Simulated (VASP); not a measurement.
# AlN (F-43m) in VASP: notebook

The runs below take AlN through single point, with r2SCAN.

All numbers are computed with VASP 6.6.1; they aren't measurements. Logs are shortened: lines on timing, memory, paths and dates and some standing lists are left out, and cuts for length are marked.

**1. The cell of the first run**

It takes space group F-43m (No. 216, cubic). The conventional cell has a = 4.239 Å, b = 4.239 Å, c = 4.239 Å, α = 90.00°, β = 90.00°, γ = 90.00°. Within 2.4 Å of Al (site symmetry -43m) lie 4 N at 1.84 Å. N (site symmetry -43m) has 4 Al at 1.84 Å within 2.4 Å.

**2. Single point, r2SCAN (strain -0.030 along x and y, -0.030 along z)**

Contents of POSCAR:

```
AlN
1.0
    0.0000000000      2.1193536074      2.1193536074
    2.1193536074      0.0000000000      2.1193536074
    2.1193536074      2.1193536074      0.0000000000
Al N
1 1
Direct
    0.0000000000      0.0000000000      0.0000000000
    0.7500000000      0.7500000000      0.7500000000
```

Contents of INCAR.step1:

```
SYSTEM = AlN
ALGO = Normal ; EDIFF = 1E-4
ENCUT = 520 ; GGA = PE
ISMEAR = 0 ; LASPH = .True.
LCHARG = .False. ; LREAL = .False.
LWAVE = .True. ; NBANDS = 11
NELM = 100 ; PREC = Accurate
SIGMA = 0.05
```

Contents of INCAR.step2:

```
SYSTEM = AlN
ALGO = Normal ; EDIFF = 1E-7
ENCUT = 520 ; ISIF = 2
ISMEAR = 0 ; ISTART = 1
LASPH = .True. ; LCHARG = .False.
LMIXTAU = .True. ; LREAL = .False.
LWAVE = .False. ; METAGGA = R2SCAN
NBANDS = 11 ; NELM = 100
PREC = Accurate ; SIGMA = 0.05
```

Contents of KPOINTS:

```
k-points
0
Gamma
  10 10 10
  0 0 0
```

Potentials or basis: VASP PAW PBE potentials, release 64 (Al, N).

The run is started by

```bash
$ cat potpaw_PBE.64/Al/POTCAR potpaw_PBE.64/N/POTCAR > POTCAR
$ cp INCAR.step1 INCAR
$ mpirun -np 1 vasp_std > vasp.out
$ cp INCAR.step2 INCAR
$ mpirun -np 1 vasp_std > vasp.out
```

OUTCAR:

```text
SYSTEM = AlN
   EDIFF = 1E-7
   ENCUT = 520
   ISIF = 2
   ISMEAR = 0
   ISTART = 1
   LASPH = .True.
   LREAL = .False.
   METAGGA = R2SCAN
   NELM = 100
   PREC = Accurate

 ion  position               nearest neighbor table
   1  0.000  0.000  0.000-   2 1.84   2 1.84   2 1.84   2 1.84
   2  0.750  0.750  0.750-   1 1.84   1 1.84   1 1.84   1 1.84

  LATTYP: Found a face centered cubic cell.
 ALAT       =     4.2387072148

  Lattice vectors:

 A1 = (   0.0000000000,   2.1193536074,   2.1193536074)
 A2 = (   2.1193536074,   0.0000000000,   2.1193536074)
 A3 = (   2.1193536074,   2.1193536074,   0.0000000000)

Analysis of symmetry for initial positions (statically):
=====================================================================
 Subroutine PRICEL returns:
 Original cell was already a primitive cell.

 Routine SETGRP: Setting up the symmetry group for a
 face centered cubic supercell.

 Subroutine GETGRP returns: Found 24 space group operations
 (whereof 24 operations were pure point group operations)
 out of a pool of 48 trial point group operations.

The static configuration has the point symmetry T_d .

Analysis of symmetry for dynamics (positions and initial velocities):
=====================================================================
 Subroutine PRICEL returns:
 Original cell was already a primitive cell.

 Routine SETGRP: Setting up the symmetry group for a
 face centered cubic supercell.

 Subroutine GETGRP returns: Found 24 space group operations
 (whereof 24 operations were pure point group operations)
 out of a pool of 48 trial point group operations.

The dynamic configuration has the point symmetry T_d .

 Subroutine INISYM returns: Found 24 space group operations
 (whereof 24 operations are pure point group operations),
 and found     1 'primitive' translations

----------------------------------------------------------------------------------------

                                     Primitive cell

  volume of cell :      19.0388

  direct lattice vectors                    reciprocal lattice vectors
     0.000000000  2.119353607  2.119353607    -0.235920989  0.235920989  0.235920989
     2.119353607  0.000000000  2.119353607     0.235920989 -0.235920989  0.235920989
     2.119353607  2.119353607  0.000000000     0.235920989  0.235920989 -0.235920989

  length of vectors
     2.997218615  2.997218615  2.997218615     0.408627140  0.408627140  0.408627140

  position of ions in fractional coordinates (direct lattice)
     0.000000000  0.000000000  0.000000000
     0.750000000  0.750000000  0.750000000

  ion indices of the primitive-cell ions
   primitive index   ion index
                 1           1
                 2           2

----------------------------------------------------------------------------------------

 KPOINTS: k-points

Automatic generation of k-mesh.
 Grid dimensions read from file:
 generate k-points for:   10   10   10

 Generating k-lattice:

  Cartesian coordinates                     Fractional coordinates (reciprocal lattice)
    -0.023592099  0.023592099  0.023592099     0.100000000  0.000000000  0.000000000
     0.023592099 -0.023592099  0.023592099     0.000000000  0.100000000  0.000000000
     0.023592099  0.023592099 -0.023592099     0.000000000  0.000000000  0.100000000

  Length of vectors
     0.040862714  0.040862714  0.040862714

  Shift w.r.t. Gamma in fractional coordinates (k-lattice)
     0.000000000  0.000000000  0.000000000

 Subroutine IBZKPT returns following result:
 ===========================================

 Found     47 irreducible k-points:

 Following reciprocal coordinates:
            Coordinates               Weight
  0.000000  0.000000  0.000000      1.000000
  0.100000  0.000000  0.000000      8.000000
  0.200000  0.000000  0.000000      8.000000
  0.300000  0.000000  0.000000      8.000000
  0.400000  0.000000  0.000000      8.000000
  0.500000  0.000000  0.000000      4.000000
[... 16 lines left out ...]
  0.300000  0.300000  0.000000      6.000000
  0.400000  0.300000  0.000000     24.000000
 [... further k-points ...]
   k-points           NKPTS =     47   k-points in BZ     NKDIM =     47   number of bands    NBANDS=     11
   number of dos      NEDOS =    301   number of ions     NIONS =      2
   total plane-waves  NPLWV =  13824
   dimension x,y,z NGX =    24 NGY =   24 NGZ =   24
   dimension x,y,z NGXF=    48 NGYF=   48 NGZF=   48
   ions per type =               1   1
   NGX,Y,Z   is equivalent  to a cutoff of  13.31, 13.31, 13.31 a.u.
   NGXF,Y,Z  is equivalent  to a cutoff of  26.62, 26.62, 26.62 a.u.
 SYSTEM =  AlN
   PREC   = accura    normal or accurate (medium, high low for compatibility)
   ISTART =      1    job   : 0-new  1-cont  2-samecut
   ICHARG =      0    charge: 1-file 2-atom 10-const
   ISPIN  =      1    spin polarized calculation?
   LNONCOLLINEAR =      F non collinear calculations
   LSORBIT =      F    spin-orbit coupling
   LASPH  =      T    aspherical Exc in radial PAW
   ENCUT  =  520.0 eV  38.22 Ry    6.18 a.u.   5.57  5.57  5.57*2*pi/ulx,y,z
   NELM   =    100;   NELMIN=  2; NELMDL=  0     # of ELM steps
   EDIFF  = 0.1E-06   stopping-criterion for ELM
   LREAL  =      F    real-space projection
   EDIFFG = 0.1E-05   stopping-criterion for IOM
   NSW    =      0    number of steps for IOM
   IBRION =     -1    ionic relax: 0-MD 1-quasi-New 2-CG
   NFREE  =      0    steps in history (QN), initial steepest desc. (CG)
   ISIF   =      2    stress and relaxation
   ISYM   =      2    0-nonsym 1-usesym 2-fastsym
   POTIM  = 0.5000    time-step for ionic-motion
   TEBEG  =    0.0;   TEEND  =   0.0 temperature during run
   PSTRESS=    0.0 pullay stress
   NELECT =       8.0000    total number of electrons
   NUPDOWN=      -1.0000    fix difference up-down
   EMIN   =  10.00;   EMAX   =-10.00  energy-range for DOS
   EFERMI =   0.00;   METHOD = LEGACY
   ISMEAR =     0;   SIGMA  =   0.05  broadening in eV -4-tet -1-fermi 0-gaus
   EFERMI_NEDOS =   21; number of points for ismear=-14 and -15
   IALGO  =     38    algorithm
   IMIX   =      4    mixing-type and parameters
     AMIX     =   0.40;   BMIX     =  1.00
     AMIX_MAG =   1.60;   BMIX_MAG =  1.00
  volume/ion in A,a.u.               =       9.52        64.24
  Fermi-wavevector in a.u.,A,eV,Ry     =   1.226191  2.317165 20.456958  1.503544
  Thomas-Fermi vector in A             =   2.361201
   LORBIT       =      0    0 simple, 1 ext, 2 COOP (PROOUT), +10 PAW based schemes
   METAGGA = R2SCAN    functional components
   LHFCALC =     F    Hartree Fock is set to
   AEXX    =    0.0000 exact exchange contribution
   IVDW    =     0    specifies the selected vdW correction
   LEPSILON=     F    determine dielectric tensor
   LRPA    =     F    only Hartree local field effects (RPA)
 non-spin polarized calculation
 Gauss-broadening in eV      SIGMA  =   0.05
  energy-cutoff  :      520.00
  volume of cell :       19.04
 maximum number of plane-waves:       532
 NGX is ok and might be reduce to    24
   NGX = 11   NGY = 11   NGZ = 11

 number of electron       7.9999999 magnetization

 Free energy of the ion-electron system (eV)
  ---------------------------------------------------
  ext. energy  EPLUGINS =         0.00000000
  ---------------------------------------------------
  free energy    TOTEN  =       -19.06028674 eV

  energy without entropy =      -19.06028674  energy(sigma->0) =      -19.06028674

 E-fermi :   6.8349     XC(G=0): -11.8341

 val. band max:        6.5654690904   @ k =   0.0000   0.0000   0.0000
 cond. band min:      10.5653842514   @ k =   0.5000   0.5000   0.0000
 fundamental gap:      3.9999151610
 Fermi energy:         6.8349084013

 k-point     1 :       0.0000    0.0000    0.0000
  band No.  band energies     occupation
      1      -9.7180      2.00000
      2       6.5655      2.00000
      3       6.5655      2.00000
      4       6.5655      2.00000
      5      12.3270      0.00000
      6      21.0428      0.00000
      7      21.0428      0.00000
      8      21.0428      0.00000
      9      25.8628      0.00000
     10      25.8628      0.00000
     11      27.7890      0.00000

 k-point     2 :       0.1000    0.0000    0.0000
  band No.  band energies     occupation
      1      -9.5548      2.00000
      2       5.7558      2.00000
      3       6.5130      2.00000
      4       6.5130      2.00000
      5      12.9681      0.00000
      6      20.6578      0.00000
      7      21.1941      0.00000
      8      21.1941      0.00000
      9      24.5704      0.00000
     10      24.5704      0.00000
     11      26.9539      0.00000

 k-point     3 :       0.2000    0.0000    0.0000
  band No.  band energies     occupation
      1      -9.0901      2.00000
      2       4.0549      2.00000
      3       6.3815      2.00000
      4       6.3815      2.00000
      5      14.1281      0.00000
      6      19.8322      0.00000
      7      20.9814      0.00000
      8      20.9814      0.00000
      9      24.1399      0.00000
     10      24.1399      0.00000
     11      26.1161      0.00000

 k-point     4 :       0.3000    0.0000    0.0000
  band No.  band energies     occupation
      1      -8.4142      2.00000
      2       2.2587      2.00000
      3       6.2300      2.00000
      4       6.2300      2.00000
      5      15.0226      0.00000
      6      18.9886      0.00000
      7      20.0795      0.00000
      8      20.0795      0.00000
      9      25.5104      0.00000
     10      25.5104      0.00000
     11      26.1058      0.00000
[... 239 lines left out ...]
 k-point    22 :      -0.2000    0.2000    0.0000
  band No.  band energies     occupation
      1      -8.1920      2.00000
      2       2.6026      2.00000
      3       4.7661      2.00000
      4       6.3169      2.00000
      5      15.6580      0.00000
      6      18.1005      0.00000
      7      19.9181      0.00000
      8      20.5714      0.00000
      9      23.3959      0.00000
     10      27.4974      0.00000
     11      30.2248      0.00000

 k-point    23 :       0.3000    0.3000    0.0000
  band No.  band energies     occupation
      1      -7.9930      2.00000
      2       2.8843      2.00000
      3       5.2397      2.00000
      4       5.2397      2.00000
      5      12.8889      0.00000
      6      17.7836      0.00000
      7      20.5712      0.00000
      8      23.2898      0.00000
      9      23.2898      0.00000
     10      28.8893      0.00000
     11      33.2824      0.00000

 k-point    24 :       0.4000    0.3000    0.0000
  band No.  band energies     occupation
      1      -7.4738      2.00000
      2       2.1746      2.00000
      3       4.7523      2.00000
      4       5.0658      2.00000
      5      12.3625      0.00000
      6      17.6086      0.00000
      7      21.0936      0.00000
      8      23.3058      0.00000
      9      23.9692      0.00000
     10      30.1218      0.00000
     11      33.0445      0.00000

 [... further k-points ...]

------------------------ aborting loop because EDIFF is reached ----------------------------------------

  FORCE on cell =-STRESS in cart. coord.  units (eV):
  Direction    XX          YY          ZZ          XY          YZ          ZX
  --------------------------------------------------------------------------------------
  -------------------------------------------------------------------------------------
  Total        2.6872147      2.6872147      2.6872147      0.0000000      0.0000000      0.0000000
  in kB      226.1375475    226.1375475    226.1375475      0.0000000      0.0000000      0.0000000
  external PRESSURE =     226.1375475 kB  Pullay stress =       0.0000000 kB

 VOLUME and BASIS-vectors are now :
 -----------------------------------------------------------------------------
  energy-cutoff  :      520.00
  volume of cell :       19.04
      direct lattice vectors                 reciprocal lattice vectors
     0.000000000  2.119353607  2.119353607    -0.235920989  0.235920989  0.235920989
     2.119353607  0.000000000  2.119353607     0.235920989 -0.235920989  0.235920989
     2.119353607  2.119353607  0.000000000     0.235920989  0.235920989 -0.235920989

 POSITION                                       TOTAL-FORCE (eV/Angst)
 -----------------------------------------------------------------------------------
      0.00000      0.00000      0.00000         0.000000      0.000000      0.000000
      3.17903      3.17903      3.17903        -0.000000     -0.000000     -0.000000
 -----------------------------------------------------------------------------------
    total drift:                               -0.000001     -0.000001     -0.000001

  FREE ENERGIE OF THE ION-ELECTRON SYSTEM (eV)
  ---------------------------------------------------
  free  energy   TOTEN  =       -19.0602867397 eV

  energy  without entropy=      -19.0602867397  energy(sigma->0) =      -19.06028674
```

Wall time 19 s (1 thread of Intel Xeon Platinum 8559C (Emerald Rapids), shared host); peak memory 0.13 GiB.

What came out:

```
Free energy            : -19.0603 eV
Pressure               : 22.6 GPa
Band gap on the k mesh : 4.00 eV, indirect (least direct gap 5.76 eV)
```

Levels at points of the mesh, in eV from the valence-band top:
```tsv
k point	band 2	band 3	band 4	band 5	band 6	band 7
(0.00, 0.00, 0.00)	0.00	0.00	0.00	5.76	14.48	14.48
(0.50, 0.00, 0.00)	-6.29	-0.49	-0.49	9.09	11.50	12.54
(0.50, 0.50, 0.00)	-5.24	-1.90	-1.90	4.00	10.06	16.57
```

Caveat: the cell differs from its parent crystal (strain -0.030 along x and y, -0.030 along z); the PAW data sets were made with another functional, which shifts forces and pressure a little.

**3. Single point, r2SCAN (strain -0.015 along x and y, -0.015 along z)**

Contents of POSCAR:

```
AlN
1.0
    0.0000000000      2.1521271168      2.1521271168
    2.1521271168      0.0000000000      2.1521271168
    2.1521271168      2.1521271168      0.0000000000
Al N
1 1
Direct
    0.0000000000      0.0000000000      0.0000000000
    0.7500000000      0.7500000000      0.7500000000
```

Contents of INCAR.step1:

```
PREC = Accurate
ENCUT = 520
ISMEAR = 0
SIGMA = 0.05
LREAL = F
LASPH = T
NELM = 80
NBANDS = 11
GGA = PE
ALGO = Normal
EDIFF = 1E-4
LWAVE = T
LCHARG = F
```

Contents of INCAR.step2:

```
PREC = Accurate
ENCUT = 520
EDIFF = 1E-7
ISMEAR = 0
SIGMA = 0.05
LREAL = F
LASPH = T
NELM = 80
ALGO = Normal
ISIF = 2
LWAVE = F
LCHARG = F
METAGGA = R2SCAN
LMIXTAU = T
NBANDS = 11
ISTART = 1
```

Contents of KPOINTS:

```
Automatic mesh
0
Gamma
  10 10 10
```

Potentials or basis: VASP PAW PBE potentials, release 64 (Al, N).

The run is started by

```bash
$ cat potpaw_PBE.64/Al/POTCAR potpaw_PBE.64/N/POTCAR > POTCAR
$ cp INCAR.step1 INCAR
$ mpirun -np 1 vasp_std > vasp.out
$ cp INCAR.step2 INCAR
$ mpirun -np 1 vasp_std > vasp.out
```

It took 19 s on 1 thread of Intel Xeon Platinum 8559C (Emerald Rapids), shared host; peak memory 0.13 GiB.

The run converged. Its results:

* Free energy: -19.1517 eV
* Pressure: 10.0 GPa
* Band gap on the k mesh: 3.97 eV, indirect (least direct gap 5.31 eV)

Levels at points of the mesh, in eV from the valence-band top:
| k point | band 1 | band 2 | band 3 | band 4 | band 5 | band 6 | band 7 | band 8 | band 9 |
| --- | --- | --- | --- | --- | --- | --- | --- | --- | --- |
| (0.00, 0.00, 0.00) | -16.00 | 0.00 | 0.00 | 0.00 | 5.31 | 13.98 | 13.98 | 13.98 | 18.90 |
| (0.50, 0.00, 0.00) | -13.86 | -6.08 | -0.49 | -0.49 | 8.64 | 11.15 | 12.23 | 12.23 | 19.97 |
| (0.50, 0.50, 0.00) | -13.19 | -5.09 | -1.85 | -1.85 | 3.97 | 9.76 | 15.86 | 17.54 | 17.54 |

Caveat: the cell differs from its parent crystal (strain -0.015 along x and y, -0.015 along z); the PAW data sets were made with another functional, which shifts forces and pressure a little.
